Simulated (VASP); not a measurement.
A run of VASP 6.6.1 is set up as follows.

The input INCAR:

```
SYSTEM = BaTiO3
  PREC = Accurate
  ENCUT = 600
  EDIFF = 1E-7
  ISMEAR = 0
  SIGMA = 0.02
  LREAL = .FALSE.
  LASPH = .TRUE.
  NELM = 80
  ALGO = Normal
  ISIF = 4
  LWAVE = .FALSE.
  LCHARG = .FALSE.
  GGA = PE
  IBRION = 2
  NSW = 50
  EDIFFG = -0.01
```

Contents of KPOINTS:

```
Automatic mesh
0
G
  6 6 6
  0 0 0
```

Contents of POSCAR:

```
BaTiO3
1.0
    2.8912438201      1.6692603979      2.3796802130
   -2.8912438201      1.6692603979      2.3796802130
    0.0000000000     -3.3385207957      2.3796802130
Ba Ti O
1 1 3
Direct
    0.0050105865      0.0050105865      0.0050105865
    0.5191677358      0.5191677358      0.5191677358
    0.4883657726      0.4883657726      0.9777901826
    0.4883657726      0.9777901826      0.4883657726
    0.9777901826      0.4883657726      0.4883657726
```

Potentials or basis: VASP PAW PBE potentials, release 64 (Ba_sv, Ti_sv, O).

Command:

```sh
$ cat potpaw_PBE.64/Ba_sv/POTCAR potpaw_PBE.64/Ti_sv/POTCAR potpaw_PBE.64/O/POTCAR > POTCAR
$ mpirun -np 1 vasp_std > vasp.out
```

Problem. What does it give for the band gap on the k mesh?

Solution. 2.69 eV (least direct gap 3.28 eV).

Final structure:
```
CELL_PARAMETERS angstrom
2.88903 1.66798 2.38333
-2.88903 1.66798 2.38333
0.00000 -3.33597 2.38333
ATOMIC_POSITIONS crystal
Ba 0.00557 0.00557 0.00557
Ti 0.52170 0.52170 0.52170
O 0.48827 0.48827 0.97490
O 0.48827 0.97490 0.48827
O 0.97490 0.48827 0.48827
```

Caveat: spin-orbit coupling is left out, which moves the levels of the heavy elements. A k mesh can miss the band edges.
